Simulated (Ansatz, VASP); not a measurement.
Bi in VASP and in Ansatz

```
Bi
1.0
     3.20822    0.00000    0.00000
     0.00000    3.20822    0.00000
     0.00000    0.00000    3.20822
Bi
1
Direct
  0.00000 0.00000 0.00000
```

Alike in both runs: task single point; functional r2SCAN; k mesh 11 × 11 × 11; occupations fermi-dirac, width 0.1 eV; no spin polarisation.

|  | VASP | Ansatz |
| --- | --- | --- |
| version | VASP 6.6.1 | Ansatz 0.2.0 |
| potentials or method | VASP PAW PBE potentials, release 64 (Bi_d), cutoff 520 eV | plane waves (500 eV) with PAW, scalar-relativistic |
| valence electrons in the cell | 15 | 15 |

|  | VASP | Ansatz | Ansatz less VASP |
| --- | --- | --- | --- |
| pressure (GPa) | 2.5 | 2.5 | +0.04 |

VASP's potentials were made for PBE, not for r2SCAN. The functional is the same, so the differences come from potentials, cutoffs and numerics.

Neither program's run includes spin-orbit coupling.
